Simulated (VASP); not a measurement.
# K (Im-3m) in VASP: notebook, part 3 of 3

VASP 6.6.1. The steps go on from the part before.

**6. Electric field gradients, PBEsol (68.90 Å³/atom)**

This run uses another cell than the first one, of 68.90 Å³/atom.

File INCAR:

```
SYSTEM = K
PREC     = Accurate       ! precision mode
ENCUT    = 520            ! plane-wave cutoff, eV
EDIFF    = 1E-8           ! SCF threshold, eV
ISMEAR   = -1             ! smearing method
SIGMA    = 0.08           ! smearing width, eV
LREAL    = .FALSE.        ! projectors in reciprocal space
LASPH    = .TRUE.         ! aspherical terms in the spheres
NELM     = 80             ! most SCF steps
ALGO     = Normal         ! electronic algorithm
ISIF     = 2              ! what is computed and relaxed
LWAVE    = .FALSE.        ! write WAVECAR
LCHARG   = .FALSE.        ! write CHGCAR
GGA      = PS             ! functional
LEFG     = .TRUE.       
NBANDS   = 10             ! bands
```

File KPOINTS:

```
Automatic mesh
0
G
  10 10 10
  0 0 0
```

File POSCAR:

```
K
1.0
   -2.5826172842      2.5826172842      2.5826172842
    2.5826172842     -2.5826172842      2.5826172842
    2.5826172842      2.5826172842     -2.5826172842
K
1
Direct
    0.0000000000      0.0000000000      0.0000000000
```

Potentials or basis: VASP PAW PBE potentials, release 64 (K_sv).

Command:

```console
cat potpaw_PBE.64/K_sv/POTCAR > POTCAR
mpirun -np 1 vasp_std > vasp.out
```

OUTCAR:

```text
SYSTEM = K
   PREC = Accurate
   ENCUT = 520
   EDIFF = 1E-8
   ISMEAR = -1
   LREAL = .FALSE.
   LASPH = .TRUE.
   NELM = 80
   ISIF = 2
   GGA = PS

 ion  position               nearest neighbor table
   1  0.000  0.000  0.000-

  LATTYP: Found a body centered cubic cell.
 ALAT       =     5.1652345684

  Lattice vectors:

 A1 = (  -2.5826172842,   2.5826172842,   2.5826172842)
 A2 = (   2.5826172842,  -2.5826172842,   2.5826172842)
 A3 = (   2.5826172842,   2.5826172842,  -2.5826172842)

Analysis of symmetry for initial positions (statically):
=====================================================================
 Subroutine PRICEL returns:
 Original cell was already a primitive cell.

 Routine SETGRP: Setting up the symmetry group for a
 body centered cubic supercell.

 Subroutine GETGRP returns: Found 48 space group operations
 (whereof 48 operations were pure point group operations)
 out of a pool of 48 trial point group operations.

The static configuration has the point symmetry O_h .

Analysis of symmetry for dynamics (positions and initial velocities):
=====================================================================
 Subroutine PRICEL returns:
 Original cell was already a primitive cell.

 Routine SETGRP: Setting up the symmetry group for a
 body centered cubic supercell.

 Subroutine GETGRP returns: Found 48 space group operations
 (whereof 48 operations were pure point group operations)
 out of a pool of 48 trial point group operations.

The dynamic configuration has the point symmetry O_h .

 Subroutine INISYM returns: Found 48 space group operations
 (whereof 48 operations are pure point group operations),
[... 149 lines left out ...]
 k-point     1 :       0.0000    0.0000    0.0000
  band No.  band energies     occupation
      1     -31.9766      2.00000
      2     -15.4812      2.00000
      3     -15.4812      2.00000
      4     -15.4812      2.00000
      5      -2.2764      2.00000
      6       4.3347      0.00000
      7       4.3347      0.00000
      8       4.3347      0.00000
      9       5.2976      0.00000
     10       5.2976      0.00000
[... 287 lines left out ...]
 k-point    24 :      -0.3000    0.3000    0.1000
  band No.  band energies     occupation
      1     -31.9723      2.00000
      2     -15.5371      2.00000
      3     -15.5031      2.00000
      4     -15.4877      2.00000
      5      -1.0332      1.99999
      6       2.5350      0.00000
      7       3.4934      0.00000
      8       4.4338      0.00000
      9       5.2741      0.00000
     10       5.7014      0.00000

 [... further k-points ...]
[... 5 lines left out ...]
  --------------------------------------------------------------------------------------
  -------------------------------------------------------------------------------------
  Total        0.0486923      0.0486923      0.0486923      0.0000000      0.0000000     -0.0000000
  in kB        1.1322189      1.1322189      1.1322189      0.0000000      0.0000000     -0.0000000
  external PRESSURE =       1.1322189 kB  Pullay stress =       0.0000000 kB

 VOLUME and BASIS-vectors are now :
 -----------------------------------------------------------------------------
  energy-cutoff  :      520.00
  volume of cell :       68.90
      direct lattice vectors                 reciprocal lattice vectors
    -2.582617284  2.582617284  2.582617284     0.000000000  0.193602050  0.193602050
     2.582617284 -2.582617284  2.582617284     0.193602050  0.000000000  0.193602050
     2.582617284  2.582617284 -2.582617284     0.193602050  0.193602050  0.000000000

 POSITION                                       TOTAL-FORCE (eV/Angst)
 -----------------------------------------------------------------------------------
      0.00000      0.00000      0.00000         0.000000     -0.000000      0.000000
 -----------------------------------------------------------------------------------
    total drift:                               -0.000000     -0.000000      0.000000

  FREE ENERGIE OF THE ION-ELECTRON SYSTEM (eV)
  ---------------------------------------------------
  free  energy   TOTEN  =        -1.1391766229 eV

  energy  without entropy=       -1.1212789438  energy(sigma->0) =       -1.13022778

 Electric field gradients (V/A^2)
---------------------------------------------------------------------
 ion       V_xx      V_yy      V_zz      V_xy      V_xz      V_yz
---------------------------------------------------------------------
   1       0.000    -0.000     0.000     0.000     0.000     0.000
---------------------------------------------------------------------

 Electric field gradients after diagonalization (V/A^2)
 (convention: |V_zz| > |V_xx| > |V_yy|)
----------------------------------------------------------------------
 ion       V_xx      V_yy      V_zz     asymmetry (V_yy - V_xx)/ V_zz
----------------------------------------------------------------------
   1      -0.000    -0.000     0.000       0.000
----------------------------------------------------------------------

           NMR quadrupolar parameters

 Cq : quadrupolar parameter    Cq=e*Q*V_zz/h
 eta: asymmetry parameters     (V_yy - V_xx)/ V_zz
 Q  : nuclear electric quadrupole moment in mb (millibarn)
----------------------------------------------------------------------
 ion       Cq(MHz)       eta       Q (mb)
----------------------------------------------------------------------
   1       0.000       0.000       1.000
----------------------------------------------------------------------
```

OSZICAR:

```text
N       E                     dE             d eps       ncg     rms          rms(c)
DAV:   1     0.465095098310E+02    0.46510E+02   -0.36711E+03   940   0.699E+02
DAV:   2     0.455026939289E+00   -0.46054E+02   -0.45433E+02   996   0.194E+02
DAV:   3    -0.110379270043E+01   -0.15588E+01   -0.15537E+01  1438   0.285E+01
DAV:   4    -0.114048215946E+01   -0.36689E-01   -0.36611E-01  1254   0.425E+00
DAV:   5    -0.114180824485E+01   -0.13261E-02   -0.13259E-02  1522   0.487E-01    0.212E+00
DAV:   6    -0.113965865682E+01    0.21496E-02   -0.37106E-03  1360   0.421E-01    0.137E+00
DAV:   7    -0.113916561900E+01    0.49304E-03   -0.65319E-03  1348   0.514E-01    0.932E-02
DAV:   8    -0.113916251661E+01    0.31024E-05   -0.54875E-04  1264   0.247E-01    0.256E-02
DAV:   9    -0.113917814037E+01   -0.15624E-04   -0.25542E-05  1268   0.408E-02    0.131E-02
DAV:  10    -0.113917692916E+01    0.12112E-05   -0.46237E-06  1322   0.175E-02    0.316E-03
DAV:  11    -0.113917666578E+01    0.26338E-06   -0.14386E-07  1150   0.344E-03    0.489E-04
DAV:  12    -0.113917659930E+01    0.66481E-07   -0.13504E-08  1182   0.671E-04    0.133E-04
DAV:  13    -0.113917663405E+01   -0.34749E-07   -0.11217E-09   634   0.263E-04    0.108E-04
DAV:  14    -0.113917662276E+01    0.11289E-07   -0.27560E-10   592   0.117E-04    0.229E-05
DAV:  15    -0.113917662289E+01   -0.13199E-09   -0.12160E-10   564   0.497E-05
   1 F= -.11391766E+01 E0= -.11302278E+01  d E =-.178977E-01
```

It took 52 s on 1 thread of AMD EPYC 7R13, shared host; peak memory 0.18 GiB.

Results:

* Free energy: -1.1392 eV
* Pressure: 0.1 GPa
* Band gap on the k mesh: zero (an odd number of electrons rules out a gap without spin polarisation)
* Largest electric field gradient by atom: zero within the noise of the run

Caveat: the PAW data sets were made with another functional, which shifts forces and pressure a little.

**7. The runs side by side**

| cell | gap on the mesh (eV) | pressure (GPa) |
| --- | --- | --- |
| a = 4.594 Å, angles 109.5°, 1 atom | none | -0.2 |
| a = 4.623 Å, angles 109.5°, 1 atom | none | -0.2 |
| a = 4.442 Å, angles 109.5°, 1 atom | none | 0.2 |
| a = 4.473 Å, angles 109.5°, 1 atom | none | 0.1 |

Alike in all rows: task electric field gradients; level PBEsol; potentials or basis VASP PAW PBE potentials, release 64 (K_sv); no spin polarisation; k mesh 10 × 10 × 10; cutoff (eV) 520; smearing fermi-dirac 0.08 eV.

Caveats: the PAW data sets were made with another functional, which shifts forces and pressure a little.

Total energies depend on the potentials used, so only differences within one code and one set of settings carry meaning.
